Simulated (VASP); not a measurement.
# Y (I4/mmm) in VASP: notebook, part 2 of 2

VASP 6.6.1. Earlier steps stand in the parts before.

## 3. Single point, PBEsol (strain -0.040 along x and y, +0.080 along z)

Input file INCAR:

```
PREC = Accurate
ENCUT = 520
EDIFF = 1E-7
ISMEAR = 0
SIGMA = 0.15
LREAL = F
LASPH = T
NELM = 80
ALGO = Fast
ISIF = 2
LWAVE = F
LCHARG = F
GGA = PS
NBANDS = 12
```

Input file KPOINTS:

```
regular mesh
0
Gamma
  16 16 16
```

Input file POSCAR:

```
Y
1.0
    0.0000000000      2.3856000000      2.6838000000
    2.3856000000      0.0000000000      2.6838000000
    2.3856000000      2.3856000000      0.0000000000
Y
1
Direct
    0.0000000000      0.0000000000      0.0000000000
```

Potentials or basis: VASP PAW PBE potentials, release 64 (Y_sv).

Run with:

```console
$ cat potpaw_PBE.64/Y_sv/POTCAR > POTCAR
$ mpirun -np 1 vasp_std > vasp.out
```

OUTCAR:

```text
PREC = Accurate
   ENCUT = 520
   EDIFF = 1E-7
   ISMEAR = 0
   LREAL = F
   LASPH = T
   NELM = 80
   ISIF = 2
   GGA = PS

 ion  position               nearest neighbor table
   1  0.000  0.000  0.000-

  LATTYP: Found a body centered tetragonal cell.
 ALAT       =     3.3737478744
 C/A-ratio  =     1.5909902577

  Lattice vectors:

 A1 = (  -2.3856000000,   0.0000000000,   2.6838000000)
 A2 = (   2.3856000000,   0.0000000000,   2.6838000000)
 A3 = (   0.0000000000,   2.3856000000,  -2.6838000000)

Analysis of symmetry for initial positions (statically):
=====================================================================
 Subroutine PRICEL returns:
 Original cell was already a primitive cell.

 Routine SETGRP: Setting up the symmetry group for a
 body centered tetragonal supercell.

 Subroutine GETGRP returns: Found 16 space group operations
 (whereof 16 operations were pure point group operations)
 out of a pool of 16 trial point group operations.

The static configuration has the point symmetry D_4h.

Analysis of symmetry for dynamics (positions and initial velocities):
=====================================================================
 Subroutine PRICEL returns:
 Original cell was already a primitive cell.

 Routine SETGRP: Setting up the symmetry group for a
 body centered tetragonal supercell.

 Subroutine GETGRP returns: Found 16 space group operations
 (whereof 16 operations were pure point group operations)
 out of a pool of 16 trial point group operations.

The dynamic configuration has the point symmetry D_4h.

 Subroutine INISYM returns: Found 16 space group operations
 (whereof 16 operations are pure point group operations),
 and found     1 'primitive' translations

----------------------------------------------------------------------------------------

                                     Primitive cell

  volume of cell :      30.5475

  direct lattice vectors                    reciprocal lattice vectors
     0.000000000  2.385600000  2.683800000    -0.209590879  0.209590879  0.186303003
     2.385600000  0.000000000  2.683800000     0.209590879 -0.209590879  0.186303003
     2.385600000  2.385600000  0.000000000     0.209590879  0.209590879 -0.186303003

  length of vectors
     3.590803503  3.590803503  3.373747874     0.350093533  0.350093533  0.350093533

  position of ions in fractional coordinates (direct lattice)
     0.000000000  0.000000000  0.000000000

  ion indices of the primitive-cell ions
   primitive index   ion index
                 1           1

----------------------------------------------------------------------------------------

 KPOINTS: regular mesh

Automatic generation of k-mesh.
 Grid dimensions read from file:
 generate k-points for:   16   16   16

 Generating k-lattice:

  Cartesian coordinates                     Fractional coordinates (reciprocal lattice)
    -0.013099430  0.013099430  0.011643938     0.062500000  0.000000000  0.000000000
     0.013099430 -0.013099430  0.011643938     0.000000000  0.062500000  0.000000000
     0.013099430  0.013099430 -0.011643938     0.000000000  0.000000000  0.062500000

  Length of vectors
     0.021880846  0.021880846  0.021880846

  Shift w.r.t. Gamma in fractional coordinates (k-lattice)
     0.000000000  0.000000000  0.000000000

 Subroutine IBZKPT returns following result:
 ===========================================

 Found    349 irreducible k-points:

 Following reciprocal coordinates:
            Coordinates               Weight
  0.000000  0.000000  0.000000      1.000000
  0.062500 -0.000000  0.000000      8.000000
  0.125000 -0.000000  0.000000      8.000000
  0.187500 -0.000000  0.000000      8.000000
  0.250000 -0.000000  0.000000      8.000000
  0.312500 -0.000000  0.000000      8.000000
[... 16 lines left out ...]
 -0.125000  0.062500  0.000000      8.000000
 -0.062500  0.062500  0.000000      4.000000
 [... further k-points ...]
   k-points           NKPTS =    349   k-points in BZ     NKDIM =    349   number of bands    NBANDS=     12
   number of dos      NEDOS =    301   number of ions     NIONS =      1
   total plane-waves  NPLWV =  21952
   dimension x,y,z NGX =    28 NGY =   28 NGZ =   28
   dimension x,y,z NGXF=    56 NGYF=   56 NGZF=   56
   ions per type =               1
   NGX,Y,Z   is equivalent  to a cutoff of  12.96, 12.96, 13.80 a.u.
   NGXF,Y,Z  is equivalent  to a cutoff of  25.93, 25.93, 27.59 a.u.
 SYSTEM =  unknown system
   PREC   = accura    normal or accurate (medium, high low for compatibility)
   ISTART =      0    job   : 0-new  1-cont  2-samecut
   ICHARG =      2    charge: 1-file 2-atom 10-const
   ISPIN  =      1    spin polarized calculation?
   LNONCOLLINEAR =      F non collinear calculations
   LSORBIT =      F    spin-orbit coupling
   LASPH  =      T    aspherical Exc in radial PAW
   ENCUT  =  520.0 eV  38.22 Ry    6.18 a.u.   6.68  6.68  6.27*2*pi/ulx,y,z
   NELM   =     80;   NELMIN=  2; NELMDL= -5     # of ELM steps
   EDIFF  = 0.1E-06   stopping-criterion for ELM
   LREAL  =      F    real-space projection
   EDIFFG = 0.1E-05   stopping-criterion for IOM
   NSW    =      0    number of steps for IOM
   IBRION =     -1    ionic relax: 0-MD 1-quasi-New 2-CG
   NFREE  =      0    steps in history (QN), initial steepest desc. (CG)
   ISIF   =      2    stress and relaxation
   ISYM   =      2    0-nonsym 1-usesym 2-fastsym
   POTIM  = 0.5000    time-step for ionic-motion
   TEBEG  =    0.0;   TEEND  =   0.0 temperature during run
   PSTRESS=    0.0 pullay stress
   NELECT =      11.0000    total number of electrons
   NUPDOWN=      -1.0000    fix difference up-down
   EMIN   =  10.00;   EMAX   =-10.00  energy-range for DOS
   EFERMI =   0.00;   METHOD = LEGACY
   ISMEAR =     0;   SIGMA  =   0.15  broadening in eV -4-tet -1-fermi 0-gaus
   EFERMI_NEDOS =   21; number of points for ismear=-14 and -15
   IALGO  =     68    algorithm
   IMIX   =      4    mixing-type and parameters
     AMIX     =   0.40;   BMIX     =  1.00
     AMIX_MAG =   1.60;   BMIX_MAG =  1.00
  volume/ion in A,a.u.               =      30.55       206.14
  Fermi-wavevector in a.u.,A,eV,Ry     =   1.164700  2.200963 18.456645  1.356525
  Thomas-Fermi vector in A             =   2.301234
   LORBIT       =      0    0 simple, 1 ext, 2 COOP (PROOUT), +10 PAW based schemes
   GGA     = PS    functional components
   LHFCALC =     F    Hartree Fock is set to
   AEXX    =    0.0000 exact exchange contribution
   IVDW    =     0    specifies the selected vdW correction
   LEPSILON=     F    determine dielectric tensor
   LRPA    =     F    only Hartree local field effects (RPA)
 non-spin polarized calculation
 RMM-DIIS sequential band-by-band and
 Gauss-broadening in eV      SIGMA  =   0.15
  energy-cutoff  :      520.00
  volume of cell :       30.55
 maximum number of plane-waves:       842
   NGX = 13   NGY = 13   NGZ = 13

 number of electron      11.0000000 magnetization

 Free energy of the ion-electron system (eV)
  ---------------------------------------------------
  ext. energy  EPLUGINS =         0.00000000
  ---------------------------------------------------
  free energy    TOTEN  =        -6.78050045 eV

  energy without entropy =       -6.76249897  energy(sigma->0) =       -6.77149971

 E-fermi :   3.2909     XC(G=0):  -9.8183

 val. band max:        3.2904439860   @ k =   0.2500   0.2500   0.0000
 cond. band min:       3.2940240559   @ k =  -0.1875   0.2500   0.0625
 fundamental gap:      0.0035800699
 Fermi energy:         3.2908698025

 k-point     1 :       0.0000    0.0000    0.0000
  band No.  band energies     occupation
      1     -39.1668      2.00000
      2     -18.8371      2.00000
      3     -18.8179      2.00000
      4     -18.8179      2.00000
      5      -1.5654      2.00000
      6       4.4741      0.00000
      7       5.5613      0.00000
      8       5.5613      0.00000
      9       6.3954      0.00000
     10       8.0218      0.00000
     11      12.6131      0.00000
     12      14.4985      0.00000
[... 331 lines left out ...]
 k-point    24 :      -0.0625    0.0625    0.0000
  band No.  band energies     occupation
      1     -39.1568      2.00000
      2     -18.9077      2.00000
      3     -18.8518      2.00000
      4     -18.8172      2.00000
      5      -1.2662      2.00000
      6       4.6589      0.00000
      7       5.1059      0.00000
      8       5.6914      0.00000
      9       6.5072      0.00000
     10       7.6628      0.00000
     11      13.2666      0.00000
     12      14.8980      0.00000

 [... further k-points ...]
[... 5 lines left out ...]
  --------------------------------------------------------------------------------------
  -------------------------------------------------------------------------------------
  Total        0.3001506      0.3001506     -0.4704409      0.0000000      0.0000000     -0.0000000
  in kB       15.7425238     15.7425238    -24.6740415      0.0000000      0.0000000     -0.0000000
  external PRESSURE =       2.2703354 kB  Pullay stress =       0.0000000 kB

 VOLUME and BASIS-vectors are now :
 -----------------------------------------------------------------------------
  energy-cutoff  :      520.00
  volume of cell :       30.55
      direct lattice vectors                 reciprocal lattice vectors
     0.000000000  2.385600000  2.683800000    -0.209590879  0.209590879  0.186303003
     2.385600000  0.000000000  2.683800000     0.209590879 -0.209590879  0.186303003
     2.385600000  2.385600000  0.000000000     0.209590879  0.209590879 -0.186303003

 POSITION                                       TOTAL-FORCE (eV/Angst)
 -----------------------------------------------------------------------------------
      0.00000      0.00000      0.00000         0.000000     -0.000000      0.000000
 -----------------------------------------------------------------------------------
    total drift:                               -0.000000     -0.000000     -0.000000

  FREE ENERGIE OF THE ION-ELECTRON SYSTEM (eV)
  ---------------------------------------------------
  free  energy   TOTEN  =        -6.7805004478 eV

  energy  without entropy=       -6.7624989725  energy(sigma->0) =       -6.77149971
```

stdout:

```text
POSCAR found type information on POSCAR Y
 POSCAR found :  1 types and       1 ions
 scaLAPACK will be used
 -----------------------------------------------------------------------------
|                                                                             |
|                                                                             |
[... 23 lines left out ...]
WARNING in EDDRMM: call to ZHEGV failed, returncode =   8  4     11
WARNING in EDDRMM: call to ZHEGV failed, returncode =   6  3      9
WARNING in EDDRMM: call to ZHEGV failed, returncode =   8  4     11
WARNING in EDDRMM: call to ZHEGV failed, returncode =   8  4     12
WARNING in EDDRMM: call to ZHEGV failed, returncode =   8  4     11
WARNING in EDDRMM: call to ZHEGV failed, returncode =   6  3      7
WARNING in EDDRMM: call to ZHEGV failed, returncode =   6  3      5
WARNING in EDDRMM: call to ZHEGV failed, returncode =   6  3      7
```

Run time: 3 min. Hardware: 1 thread of AMD EPYC 7R13 (Zen 3), shared host; peak memory 0.25 GiB.

What came out:

* Free energy: -6.7805 eV
* Pressure: 0.2 GPa

Stress tensor (GPa, compression positive):
```
 1.57  0.00  0.00
 0.00  1.57  0.00
 0.00  0.00 -2.47
```

Levels at points of the mesh, in eV from the Fermi level:
```csv
k point,band 3,band 4,band 5,band 6,band 7,band 8,band 9,band 10
"(0.00, 0.00, 0.00)",-22.11,-22.11,-4.86,1.18,2.27,2.27,3.10,4.73
"(0.50, 0.00, 0.00)",-22.26,-22.14,-2.06,0.85,1.13,2.24,5.33,5.79
"(0.50, 0.50, 0.00)",-22.28,-22.28,-2.00,-0.83,1.45,5.74,6.00,6.00
"(0.50, 0.00, 0.50)",-22.51,-22.32,-1.87,-1.00,2.91,5.32,5.38,6.64
```

Caveat: the cell differs from its parent crystal (strain -0.040 along x and y, +0.080 along z); the PAW data sets were made with another functional, which shifts forces and pressure a little.

## 4. Single point, PBEsol (strain +0.040 along x and y, -0.080 along z)

Input file INCAR:

```
ALGO = Normal
EDIFF = 1E-7
ENCUT = 520
GGA = PS
ISIF = 2
ISMEAR = 0
LASPH = T
LCHARG = T
LELF = T
LREAL = F
LVHAR = T
LWAVE = F
NBANDS = 12
NELM = 80
PREC = Accurate
SIGMA = 0.15
```

Input file KPOINTS:

```
k-points
0
Gamma
  16 16 16
```

Input file POSCAR:

```
Y
1.0
    0.0000000000      2.5844000000      2.2862000000
    2.5844000000      0.0000000000      2.2862000000
    2.5844000000      2.5844000000      0.0000000000
Y
1
Direct
    0.0000000000      0.0000000000      0.0000000000
```

Potentials or basis: VASP PAW PBE potentials, release 64 (Y_sv).

Run with:

```console
$ cat potpaw_PBE.64/Y_sv/POTCAR > POTCAR
$ mpirun -np 1 vasp_std > vasp.out
```

OUTCAR:

```text
EDIFF = 1E-7
   ENCUT = 520
   GGA = PS
   ISIF = 2
   ISMEAR = 0
   LASPH = T
   LREAL = F
   NELM = 80
   PREC = Accurate

 ion  position               nearest neighbor table
   1  0.000  0.000  0.000-

  LATTYP: Found a body centered tetragonal cell.
 ALAT       =     3.6548935306
 C/A-ratio  =     1.2510350744

  Lattice vectors:

 A1 = (   0.0000000000,  -2.5844000000,  -2.2862000000)
 A2 = (   0.0000000000,   2.5844000000,  -2.2862000000)
 A3 = (   2.5844000000,   0.0000000000,   2.2862000000)

Analysis of symmetry for initial positions (statically):
=====================================================================
 Subroutine PRICEL returns:
 Original cell was already a primitive cell.

 Routine SETGRP: Setting up the symmetry group for a
 body centered tetragonal supercell.

 Subroutine GETGRP returns: Found 16 space group operations
 (whereof 16 operations were pure point group operations)
 out of a pool of 16 trial point group operations.

The static configuration has the point symmetry D_4h.

Analysis of symmetry for dynamics (positions and initial velocities):
=====================================================================
 Subroutine PRICEL returns:
 Original cell was already a primitive cell.

 Routine SETGRP: Setting up the symmetry group for a
 body centered tetragonal supercell.

 Subroutine GETGRP returns: Found 16 space group operations
 (whereof 16 operations were pure point group operations)
 out of a pool of 16 trial point group operations.

The dynamic configuration has the point symmetry D_4h.

 Subroutine INISYM returns: Found 16 space group operations
 (whereof 16 operations are pure point group operations),
 and found     1 'primitive' translations

----------------------------------------------------------------------------------------

                                     Primitive cell

[... 109 lines left out ...]
  volume/ion in A,a.u.               =      30.54       206.09
  Fermi-wavevector in a.u.,A,eV,Ry     =   1.164799  2.201152 18.459811  1.356758
  Thomas-Fermi vector in A             =   2.301333
   LORBIT       =      0    0 simple, 1 ext, 2 COOP (PROOUT), +10 PAW based schemes
   GGA     = PS    functional components
   LHFCALC =     F    Hartree Fock is set to
   AEXX    =    0.0000 exact exchange contribution
   IVDW    =     0    specifies the selected vdW correction
   LEPSILON=     F    determine dielectric tensor
   LRPA    =     F    only Hartree local field effects (RPA)
 non-spin polarized calculation
 Gauss-broadening in eV      SIGMA  =   0.15
  energy-cutoff  :      520.00
  volume of cell :       30.54
 maximum number of plane-waves:       841
 NGX is ok and might be reduce to    28
   NGX = 13   NGY = 13   NGZ = 13

 number of electron      11.0000000 magnetization

 Free energy of the ion-electron system (eV)
  ---------------------------------------------------
  ext. energy  EPLUGINS =         0.00000000
  ---------------------------------------------------
  free energy    TOTEN  =        -6.78487499 eV

  energy without entropy =       -6.76773833  energy(sigma->0) =       -6.77630666

 E-fermi :   3.3078     XC(G=0):  -9.8200

 val. band max:        3.3011783826   @ k =  -0.2500   0.3125   0.1250
 cond. band min:       3.3099562264   @ k =  -0.2500   0.1875   0.4375
 fundamental gap:      0.0087778438
 Fermi energy:         3.3078204793

 k-point     1 :       0.0000    0.0000    0.0000
  band No.  band energies     occupation
      1     -39.1573      2.00000
      2     -18.8193      2.00000
      3     -18.8193      2.00000
      4     -18.8137      2.00000
      5      -1.5678      2.00000
      6       4.8994      0.00000
      7       4.8994      0.00000
      8       5.8535      0.00000
      9       6.5145      0.00000
     10       7.8119      0.00000
     11      12.6358      0.00000
     12      15.0955      0.00000
[... 331 lines left out ...]
 k-point    24 :      -0.0625    0.0625    0.0000
  band No.  band energies     occupation
      1     -39.1494      2.00000
      2     -18.8739      2.00000
      3     -18.8353      2.00000
      4     -18.8292      2.00000
      5      -1.3110      2.00000
      6       4.7100      0.00000
      7       5.0229      0.00000
      8       5.9261      0.00000
      9       6.3262      0.00000
     10       7.6533      0.00000
     11      13.1934      0.00000
     12      14.8986      0.00000

 [... further k-points ...]
[... 5 lines left out ...]
  --------------------------------------------------------------------------------------
  -------------------------------------------------------------------------------------
  Total       -0.1298286     -0.1298286      0.4355086      0.0000000     -0.0000000      0.0000000
  in kB       -6.8111011     -6.8111011     22.8477620      0.0000000     -0.0000000      0.0000000
  external PRESSURE =       3.0751866 kB  Pullay stress =       0.0000000 kB

 VOLUME and BASIS-vectors are now :
 -----------------------------------------------------------------------------
  energy-cutoff  :      520.00
  volume of cell :       30.54
      direct lattice vectors                 reciprocal lattice vectors
     0.000000000  2.584400000  2.286200000    -0.193468503  0.193468503  0.218703526
     2.584400000  0.000000000  2.286200000     0.193468503 -0.193468503  0.218703526
     2.584400000  2.584400000  0.000000000     0.193468503  0.193468503 -0.218703526

 POSITION                                       TOTAL-FORCE (eV/Angst)
 -----------------------------------------------------------------------------------
      0.00000      0.00000      0.00000         0.000000      0.000000     -0.000000
 -----------------------------------------------------------------------------------
    total drift:                               -0.000000     -0.000000     -0.000000

  FREE ENERGIE OF THE ION-ELECTRON SYSTEM (eV)
  ---------------------------------------------------
  free  energy   TOTEN  =        -6.7848749902 eV

  energy  without entropy=       -6.7677383285  energy(sigma->0) =       -6.77630666
```

OSZICAR:

```text
N       E                     dE             d eps       ncg     rms          rms(c)
DAV:   1     0.243457104935E+02    0.24346E+02   -0.55874E+03  8416   0.836E+02
DAV:   2    -0.565232219906E+01   -0.29998E+02   -0.29140E+02 10140   0.166E+02
DAV:   3    -0.695341019975E+01   -0.13011E+01   -0.12808E+01 11820   0.224E+01
DAV:   4    -0.698743826228E+01   -0.34028E-01   -0.34011E-01  9580   0.332E+00
DAV:   5    -0.698809323346E+01   -0.65497E-03   -0.65495E-03 10756   0.362E-01    0.233E+01
DAV:   6    -0.681777300467E+01    0.17032E+00   -0.20392E-01  9216   0.299E+00    0.142E+01
DAV:   7    -0.678875850065E+01    0.29015E-01   -0.28706E-01 10200   0.353E+00    0.126E+00
DAV:   8    -0.678501708847E+01    0.37414E-02   -0.34158E-02  9736   0.145E+00    0.253E-01
DAV:   9    -0.678488785406E+01    0.12923E-03   -0.75097E-04 10148   0.225E-01    0.739E-02
DAV:  10    -0.678487466576E+01    0.13188E-04   -0.99476E-05  9592   0.890E-02    0.241E-02
DAV:  11    -0.678487608457E+01   -0.14188E-05   -0.11810E-05  9708   0.278E-02    0.188E-02
DAV:  12    -0.678487505148E+01    0.10331E-05   -0.18262E-06  9268   0.115E-02    0.331E-03
DAV:  13    -0.678487499022E+01    0.61257E-07   -0.88293E-08  7080   0.241E-03
   1 F= -.67848750E+01 E0= -.67763067E+01  d E =-.171367E-01
```

Wall time 1.7 min (1 thread of AMD EPYC 7R13 (Zen 3), shared host); peak memory 0.25 GiB.

What came out:

```yaml
Free_energy: -6.7849 eV
Pressure: 0.3 GPa
```

Caveat: the cell differs from its parent crystal (strain +0.040 along x and y, -0.080 along z); the PAW data sets were made with another functional, which shifts forces and pressure a little.

## 5. Overview

| cell | gap on the mesh (eV) | pressure (GPa) |
| --- | --- | --- |
| a = 3.517, b = 3.517, c = 3.374 Å, angles 61.3, 61.3, 57.3°, 1 atom | none | 1.9 |
| a = 3.591, b = 3.591, c = 3.374 Å, angles 62.0, 62.0, 56.0°, 1 atom | none | 0.2 |
| a = 3.450, b = 3.450, c = 3.655 Å, angles 58.0, 58.0, 64.0°, 1 atom | none | 0.3 |

Alike in all rows: task single point; level PBEsol; potentials or basis VASP PAW PBE potentials, release 64 (Y_sv); no spin polarisation; k mesh 16 × 16 × 16; cutoff (eV) 520; smearing gaussian 0.15 eV.

Caveats: the PAW data sets were made with another functional, which shifts forces and pressure a little.

Absolute energies hang on the potentials; compare differences alone.
